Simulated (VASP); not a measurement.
Here is a VASP 6.6.1 calculation.

The input INCAR:

```
SYSTEM = Bi2S
PREC     = Accurate       ! precision mode
ENCUT    = 520            ! plane-wave cutoff, eV
EDIFF    = 1E-6           ! SCF threshold, eV
ISMEAR   = 0              ! smearing method
SIGMA    = 0.1            ! smearing width, eV
LREAL    = .False.        ! projectors in reciprocal space
LASPH    = .True.         ! aspherical terms in the spheres
NELM     = 80             ! most SCF steps
ALGO     = Normal         ! electronic algorithm
ISIF     = 2              ! what is computed and relaxed
LWAVE    = .False.        ! write WAVECAR
LCHARG   = .False.        ! write CHGCAR
GGA      = PE             ! functional
NBANDS   = 25             ! bands
```

The input KPOINTS:

```
Automatic mesh
0
Gamma
  6 6 2
  0 0 0
```

File POSCAR:

```
Bi2S
1.0
    1.8224748200     -2.9991688800      0.0000000000
    1.8224748200      2.9991688800      0.0000000000
    0.0000000000      0.0000000000      8.2761196400
Bi S
2 1
Direct
    0.3309651900      0.6690348100      0.0000000000
    0.6690348100      0.3309651900      0.0000000000
    0.0000000000      0.0000000000      0.0000000000
```

Potentials or basis: VASP PAW PBE potentials, release 64 (Bi_d, S).

Launch:

```sh
$ cat potpaw_PBE.64/Bi_d/POTCAR potpaw_PBE.64/S/POTCAR > POTCAR
$ mpirun -np 1 vasp_std > vasp.out
```

Task: Predict the band gap on the k mesh.

Result: Zero (bands 18 and 19 overlap by 1.54 eV).

Task: Estimate the largest force.

Result: 0.240 eV/Å.

Forces in eV/Å, atoms in the order of the input:
```
Bi   0.000 -0.240  0.000
Bi   0.000  0.240  0.000
S    0.000  0.000  0.000
```

Caveat: the k points lie up to 0.38 Å⁻¹ apart, too coarse for converged energies and pressures of a metal; there is no dipole correction, which matters where the two faces differ; spin-orbit coupling is left out, which moves the levels of the heavy elements.
